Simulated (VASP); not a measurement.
Runs of VASP 6.6.1 on Si2Mo. The structure is that of space group I4/mmm (No. 139), or close to it. The cells are those of the table. 

```tsv
task	cell	gap on the mesh (eV)	pressure (GPa)	largest force (eV/Å)
single point	a = 4.541, b = 4.541, c = 4.557 Å, angles 138.8, 138.8, 60.1°, 3 atoms	none	-2.3	0.33
single point	a = 4.505 Å, angles 138.7, 138.7, 59.9°, 3 atoms	none	2.1	0.30
electric field gradients	a = 4.467 Å, angles 138.0, 138.0, 60.9°, 3 atoms	none	(a)	0.30
electric field gradients	a = 4.524, b = 4.524, c = 4.491 Å, angles 138.4, 138.4, 59.4°, 3 atoms	none	-2.1	0.32
single point	a = 4.524, b = 4.524, c = 4.491 Å, angles 138.4, 138.4, 59.4°, 3 atoms	none	-2.1	0.32
```

Alike in all rows: level PBEsol; potentials or basis VASP PAW PBE potentials, release 64 (Si, Mo_sv); no spin polarisation; k mesh 12 × 12 × 16; cutoff (eV) 520; smearing fermi-dirac 0.03 eV.

Question: Estimate the missing entries.

Answer: (a) 2.6.

Caveats: the PAW data sets were made with another functional, which shifts forces and pressure a little; the stress differs along the axes, from -0 to 8 GPa (at least some runs).

A k mesh can miss the band edges, and the runs leave out spin-orbit coupling on Mo.

A gap of «none» marks levels without a gap at the run's occupations.
